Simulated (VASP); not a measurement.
# InGa2N3 (Cmc2_1) in VASP: further runs, part 2 of 3

VASP 6.6.1.

### Step 4. Single point, PBEsol

This run uses another cell than the first one, of 12.58 Å³/atom.

INCAR

```
  ALGO = Normal
  EDIFF = 1E-6
  ENCUT = 520
  GGA = PS
  ISIF = 2
  ISMEAR = 0
  LASPH = True
  LCHARG = False
  LREAL = False
  LWAVE = False
  NBANDS = 66
  NELM = 100
  PREC = Accurate
  SIGMA = 0.02
```

KPOINTS

```
k-points
0
Gamma
  6 6 6
```

POSCAR

```
InGa2N3
1.0
    4.9530129957     -2.8568682246      0.0000000000
    4.9530129957      2.8568682246      0.0000000000
    0.0000000000      0.0000000000      5.3355942543
In Ga N
2 4 6
Direct
    0.3252227421      0.6747772579      0.9897489538
    0.6747772579      0.3252227421      0.4897489538
    0.0069945023      0.3338844484      0.9926402250
    0.6661155516      0.9930054977      0.9926402250
    0.9930054977      0.6661155516      0.4926402250
    0.3338844484      0.0069945023      0.4926402250
    0.0264767011      0.3336441491      0.3589520516
    0.6663558509      0.9735232989      0.3589520516
    0.9735232989      0.6663558509      0.8589520516
    0.3336441491      0.0264767011      0.8589520516
    0.3078788721      0.6921211279      0.3950674931
    0.6921211279      0.3078788721      0.8950674931
```

Potentials or basis: VASP PAW PBE potentials, release 64 (In_d, Ga_d, N).

Run with:

```console
$ cat potpaw_PBE.64/In_d/POTCAR potpaw_PBE.64/Ga_d/POTCAR potpaw_PBE.64/N/POTCAR > POTCAR
$ mpirun -np 1 vasp_std > vasp.out
```

OUTCAR:

```text
EDIFF = 1E-6
   ENCUT = 520
   GGA = PS
   ISIF = 2
   ISMEAR = 0
   LASPH = True
   LREAL = False
   NELM = 100
   PREC = Accurate

 ion  position               nearest neighbor table
   1  0.325  0.675  0.990-   9 2.15  10 2.15  12 2.16  11 2.16   3 3.26   4 3.26   4 3.27   3 3.27
                             6 3.28   5 3.28   6 3.30   5 3.30   2 3.33   2 3.33   4 3.37   3 3.37
   2  0.675  0.325  0.490-   7 2.15   8 2.15  11 2.16  12 2.16   6 3.26   5 3.26   6 3.27   5 3.27
                             4 3.28   3 3.28   4 3.30   3 3.30   1 3.33   1 3.33   6 3.37   5 3.37
   3  0.007  0.334  0.993-   9 1.95  10 1.95  12 1.95   7 1.96   1 3.26   1 3.27   2 3.28   2 3.30
                             1 3.37
   4  0.666  0.993  0.993-  10 1.95   9 1.95  12 1.95   8 1.96   1 3.26   1 3.27   2 3.28   2 3.30
                             1 3.37
   5  0.993  0.666  0.493-   7 1.95   8 1.95  11 1.95   9 1.96   2 3.26   2 3.27   1 3.28   1 3.30
                             2 3.37
   6  0.334  0.007  0.493-   8 1.95   7 1.95  11 1.95  10 1.96   2 3.26   2 3.27   1 3.28   1 3.30
                             2 3.37
   7  0.026  0.334  0.359-   5 1.95   6 1.95   3 1.96   2 2.15
   8  0.666  0.974  0.359-   6 1.95   5 1.95   4 1.96   2 2.15
   9  0.974  0.666  0.859-   3 1.95   4 1.95   5 1.96   1 2.15
  10  0.334  0.026  0.859-   4 1.95   3 1.95   6 1.96   1 2.15
  11  0.308  0.692  0.395-   5 1.95   6 1.95   2 2.16   1 2.16
  12  0.692  0.308  0.895-   3 1.95   4 1.95   1 2.16   2 2.16

  LATTYP: Found a base centered orthorhombic cell.
 ALAT       =     5.7137364492
 B/A-ratio  =     1.7337211962
 C/A-ratio  =     0.9338187545

  Lattice vectors:

 A1 = (  -4.9530129957,  -2.8568682246,   0.0000000000)
 A2 = (   4.9530129957,  -2.8568682246,   0.0000000000)
 A3 = (   0.0000000000,   0.0000000000,   5.3355942543)

Analysis of symmetry for initial positions (statically):
=====================================================================
 Subroutine PRICEL returns:
 Original cell was already a primitive cell.

 Routine SETGRP: Setting up the symmetry group for a
 base centered orthorhombic supercell.

 Subroutine GETGRP returns: Found  4 space group operations
 (whereof  2 operations were pure point group operations)
 out of a pool of  8 trial point group operations.

The static configuration has the point symmetry C_1h.
 The point group associated with its full space group is C_2v.

Analysis of symmetry for dynamics (positions and initial velocities):
=====================================================================
 Subroutine PRICEL returns:
 Original cell was already a primitive cell.

 Routine SETGRP: Setting up the symmetry group for a
 base centered orthorhombic supercell.

 Subroutine GETGRP returns: Found  4 space group operations
 (whereof  2 operations were pure point group operations)
 out of a pool of  8 trial point group operations.

The dynamic configuration has the point symmetry C_1h.
 The point group associated with its full space group is C_2v.

 Subroutine INISYM returns: Found  4 space group operations
 (whereof  2 operations are pure point group operations),
 and found     1 'primitive' translations

----------------------------------------------------------------------------------------

                                     Primitive cell

  volume of cell :     150.9984

[... 94 lines left out ...]
   dimension x,y,z NGXF=    96 NGYF=   96 NGZF=   80
   ions per type =               2   4   6
   NGX,Y,Z   is equivalent  to a cutoff of  13.96, 13.96, 12.46 a.u.
   NGXF,Y,Z  is equivalent  to a cutoff of  27.91, 27.91, 24.93 a.u.
 SYSTEM =  unknown system
   PREC   = accura    normal or accurate (medium, high low for compatibility)
   ISTART =      0    job   : 0-new  1-cont  2-samecut
   ICHARG =      2    charge: 1-file 2-atom 10-const
   ISPIN  =      1    spin polarized calculation?
   LNONCOLLINEAR =      F non collinear calculations
   LSORBIT =      F    spin-orbit coupling
   LASPH  =      T    aspherical Exc in radial PAW
   ENCUT  =  520.0 eV  38.22 Ry    6.18 a.u.  10.63 10.63  9.92*2*pi/ulx,y,z
   NELM   =    100;   NELMIN=  2; NELMDL= -5     # of ELM steps
   EDIFF  = 0.1E-05   stopping-criterion for ELM
   LREAL  =      F    real-space projection
   EDIFFG = 0.1E-04   stopping-criterion for IOM
   NSW    =      0    number of steps for IOM
   IBRION =     -1    ionic relax: 0-MD 1-quasi-New 2-CG
   NFREE  =      0    steps in history (QN), initial steepest desc. (CG)
   ISIF   =      2    stress and relaxation
   ISYM   =      2    0-nonsym 1-usesym 2-fastsym
   POTIM  = 0.5000    time-step for ionic-motion
   TEBEG  =    0.0;   TEEND  =   0.0 temperature during run
   PSTRESS=    0.0 pullay stress
   NELECT =     108.0000    total number of electrons
   NUPDOWN=      -1.0000    fix difference up-down
   EMIN   =  10.00;   EMAX   =-10.00  energy-range for DOS
   EFERMI =   0.00;   METHOD = LEGACY
   ISMEAR =     0;   SIGMA  =   0.02  broadening in eV -4-tet -1-fermi 0-gaus
   EFERMI_NEDOS =   21; number of points for ismear=-14 and -15
   IALGO  =     38    algorithm
   IMIX   =      4    mixing-type and parameters
     AMIX     =   0.40;   BMIX     =  1.00
     AMIX_MAG =   1.60;   BMIX_MAG =  1.00
  volume/ion in A,a.u.               =      12.58        84.92
  Fermi-wavevector in a.u.,A,eV,Ry     =   1.464059  2.766670 29.163665  2.143469
  Thomas-Fermi vector in A             =   2.580080
   LORBIT       =      0    0 simple, 1 ext, 2 COOP (PROOUT), +10 PAW based schemes
   GGA     = PS    functional components
   LHFCALC =     F    Hartree Fock is set to
   AEXX    =    0.0000 exact exchange contribution
   IVDW    =     0    specifies the selected vdW correction
   LEPSILON=     F    determine dielectric tensor
   LRPA    =     F    only Hartree local field effects (RPA)
 non-spin polarized calculation
 Gauss-broadening in eV      SIGMA  =   0.02
  energy-cutoff  :      520.00
  volume of cell :      151.00
 maximum number of plane-waves:      4100
 NGX is ok and might be reduce to    48
   NGX = 21   NGY = 21   NGZ = 19

 number of electron     108.0000002 magnetization

 Free energy of the ion-electron system (eV)
  ---------------------------------------------------
  ext. energy  EPLUGINS =         0.00000000
  ---------------------------------------------------
  free energy    TOTEN  =       -75.56354883 eV

  energy without entropy =      -75.56354883  energy(sigma->0) =      -75.56354883

 E-fermi :   5.9128     XC(G=0): -11.6180

 val. band max:        5.8038904619   @ k =   0.0000   0.0000   0.0000
 cond. band min:       6.8084528868   @ k =   0.0000   0.0000   0.0000
 fundamental gap:      1.0045624249
 Fermi energy:         5.9127584360

 k-point     1 :       0.0000    0.0000    0.0000
  band No.  band energies     occupation
      1      -9.7390      2.00000
      2      -9.1870      2.00000
      3      -9.0465      2.00000
      4      -9.0399      2.00000
      5      -9.0117      2.00000
      6      -8.9911      2.00000
[... 1645 lines left out ...]
     65      13.4525      0.00000
     66      13.9117      0.00000

 [... further k-points ...]

------------------------ aborting loop because EDIFF is reached ----------------------------------------

  FORCE on cell =-STRESS in cart. coord.  units (eV):
  Direction    XX          YY          ZZ          XY          YZ          ZX
  --------------------------------------------------------------------------------------
  -------------------------------------------------------------------------------------
  Total       -0.1083970     -0.1040378     -0.0822646      0.0000000      0.0000000      0.0000000
  in kB       -1.1501524     -1.1038983     -0.8728735      0.0000000      0.0000000      0.0000000
  external PRESSURE =      -1.0423080 kB  Pullay stress =       0.0000000 kB

 VOLUME and BASIS-vectors are now :
 -----------------------------------------------------------------------------
  energy-cutoff  :      520.00
  volume of cell :      151.00
      direct lattice vectors                 reciprocal lattice vectors
     4.953012996 -2.856868225  0.000000000     0.100948655 -0.175016823  0.000000000
     4.953012996  2.856868225  0.000000000     0.100948655  0.175016823  0.000000000
     0.000000000  0.000000000  5.335594254     0.000000000  0.000000000  0.187420548

 POSITION                                       TOTAL-FORCE (eV/Angst)
 -----------------------------------------------------------------------------------
      4.95301      0.99863      5.28090         0.000000     -0.001711     -0.002721
      4.95301     -0.99863      2.61310         0.000000      0.001711     -0.002721
      1.68838      0.93388      5.29633        -0.002069      0.001179     -0.001589
      8.21765      0.93388      5.29633         0.002069      0.001179     -0.001589
      8.21765     -0.93388      2.62853         0.002069     -0.001179     -0.001589
      1.68838     -0.93388      2.62853        -0.002069     -0.001179     -0.001589
      1.78368      0.87754      1.91522         0.022116     -0.011940     -0.007108
      8.12234      0.87754      1.91522        -0.022116     -0.011940     -0.007108
      8.12234     -0.87754      4.58302        -0.022116      0.011940     -0.007108
      1.78368     -0.87754      4.58302         0.022116      0.011940     -0.007108
      4.95301      1.09773      2.10792         0.000000      0.027789      0.020113
      4.95301     -1.09773      4.77572         0.000000     -0.027789      0.020113
 -----------------------------------------------------------------------------------
    total drift:                                0.000000      0.000000     -0.003290

  FREE ENERGIE OF THE ION-ELECTRON SYSTEM (eV)
  ---------------------------------------------------
  free  energy   TOTEN  =       -75.5635488290 eV

  energy  without entropy=      -75.5635488290  energy(sigma->0) =      -75.56354883
```

Wall time 11 min (1 thread of Intel Xeon Platinum 8259CL at 2.50GHz (Skylake/Cascade Lake), shared host); peak memory 0.55 GiB.

Results:

| Quantity | Value |
| --- | --- |
| Free energy | -75.5635 eV |
| Pressure | -0.1 GPa |
| Largest force | 0.034 eV/Å |
| Band gap on the k mesh | 1.00 eV |

Forces in eV/Å, atoms in the order of the input:
```
In   0.000 -0.002 -0.003
In   0.000  0.002 -0.003
Ga  -0.002  0.001 -0.002
Ga   0.002  0.001 -0.002
Ga   0.002 -0.001 -0.002
Ga  -0.002 -0.001 -0.002
N    0.022 -0.012 -0.007
N   -0.022 -0.012 -0.007
N   -0.022  0.012 -0.007
N    0.022  0.012 -0.007
N    0.000  0.028  0.020
N    0.000 -0.028  0.020
```

Caveat: the PAW data sets were made with another functional, which shifts forces and pressure a little; spin-orbit coupling is left out, which moves the levels of the heavy elements.

### Step 5. Single point, PBEsol

This run uses another cell than the first one, of 12.58 Å³/atom.

INCAR

```
PREC = Accurate ; ENCUT = 520
EDIFF = 1E-7 ; ISMEAR = 0
SIGMA = 0.02 ; LREAL = False
LASPH = True ; NELM = 100
ALGO = Normal ; ISIF = 2
LWAVE = False ; LCHARG = False
GGA = PS ; NBANDS = 66
```

KPOINTS

```
Automatic mesh
0
Gamma
  6 6 6
```

POSCAR

```
InGa2N3
1.0
    4.9530129965     -2.8568682254      0.0000000000
    4.9530129965      2.8568682254      0.0000000000
    0.0000000000      0.0000000000      5.3355942511
In Ga N
2 4 6
Direct
    0.3252227417      0.6747772583      0.9897489538
    0.6747772583      0.3252227417      0.4897489538
    0.0069945022      0.3338844485      0.9926402250
    0.6661155515      0.9930054978      0.9926402250
    0.9930054978      0.6661155515      0.4926402250
    0.3338844485      0.0069945022      0.4926402250
    0.0264767012      0.3336441491      0.3589520516
    0.6663558509      0.9735232988      0.3589520516
    0.9735232988      0.6663558509      0.8589520516
    0.3336441491      0.0264767012      0.8589520516
    0.3078788725      0.6921211275      0.3950674931
    0.6921211275      0.3078788725      0.8950674931
```

Run with:

```console
$ cat potpaw_PBE.64/In_d/POTCAR potpaw_PBE.64/Ga_d/POTCAR potpaw_PBE.64/N/POTCAR > POTCAR
$ mpirun -np 1 vasp_std > vasp.out
```

Wall time 16 min (1 thread of Intel Xeon 8259CL, shared host); peak memory 0.57 GiB.

The run converged. Its results:

```
Free energy            : -75.5635 eV
Pressure               : -0.1 GPa
Largest force          : 0.034 eV/Å
Band gap on the k mesh : 1.00 eV
```

Forces on the atoms (eV/Å):
```
In   0.000 -0.002 -0.003
In   0.000  0.002 -0.003
Ga  -0.002  0.001 -0.002
Ga   0.002  0.001 -0.002
Ga   0.002 -0.001 -0.002
Ga  -0.002 -0.001 -0.002
N    0.022 -0.012 -0.007
N   -0.022 -0.012 -0.007
N   -0.022  0.012 -0.007
N    0.022  0.012 -0.007
N    0.000  0.028  0.020
N    0.000 -0.028  0.020
```

Levels at points of the mesh, in eV from the valence-band top:
```tsv
k point	band 51	band 52	band 53	band 54	band 55	band 56	band 57	band 58
(0.00, 0.00, 0.00)	-0.94	-0.05	0.00	0.00	1.00	3.53	5.04	5.09
(0.50, 0.00, 0.00)	-0.92	-0.86	-0.84	-0.78	3.72	3.97	4.91	5.15
(0.50, 0.50, 0.00)	-1.03	-0.83	-0.80	-0.68	3.60	4.27	4.43	5.10
(0.00, 0.00, 0.50)	-0.50	-0.50	-0.48	-0.48	3.38	3.38	5.75	5.75
(0.50, 0.00, 0.50)	-1.47	-1.47	-1.21	-1.21	3.90	3.90	4.81	4.81
(0.50, 0.50, 0.50)	-1.45	-1.45	-1.29	-1.29	4.00	4.00	4.76	4.76
```

Caveat: the PAW data sets were made with another functional, which shifts forces and pressure a little; spin-orbit coupling is left out, which moves the levels of the heavy elements.

[end of part 2 of 3]
